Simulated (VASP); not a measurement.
Ge, 1 atom in the cell. Symmetry: C2/m, No. 12, monoclinic system. The conventional cell has a = 4.082 Å, b = 3.007 Å, c = 3.432 Å, α = 90.00°, β = 106.78°, γ = 90.00°. Ge (site symmetry 2/m) has 6 Ge at 2.54 to 3.01 Å within 3.3 Å. 

| Property | Result |
| --- | --- |
| Program | VASP 6.6.1 |
| Task | single point |
| Functional | PBE |
| Potentials or basis | VASP PAW PBE potentials, release 64 (Ge_d) |
| Cutoff | 520 eV |
| k mesh | 8 × 8 × 6 |
| Occupations | gaussian, width 0.1 eV |
| Spin | no spin polarisation |
| Dipole correction | no |
| Further INCAR settings | ALGO = Normal; EDIFF = 1e-06; NBANDS = 13 |

Potentials or basis: VASP PAW PBE potentials, release 64 (Ge_d).

Run with:

```bash
$ cat potpaw_PBE.64/Ge_d/POTCAR > POTCAR
$ mpirun -np 1 vasp_std > vasp.out
```

Hardware: 1 thread of Intel(R) Xeon(R) Platinum 8259CL CPU @ 2.50GHz (Skylake/Cascade Lake), on a shared host.

Problem. How long does it take, and how much memory?

Solution. Run time: 15 s on 1 thread of Intel(R) Xeon(R) Platinum 8259CL CPU @ 2.50GHz (Skylake/Cascade Lake), on a shared host, peak memory 0.14 GiB. Counts: scf iterations 10, k points 114.
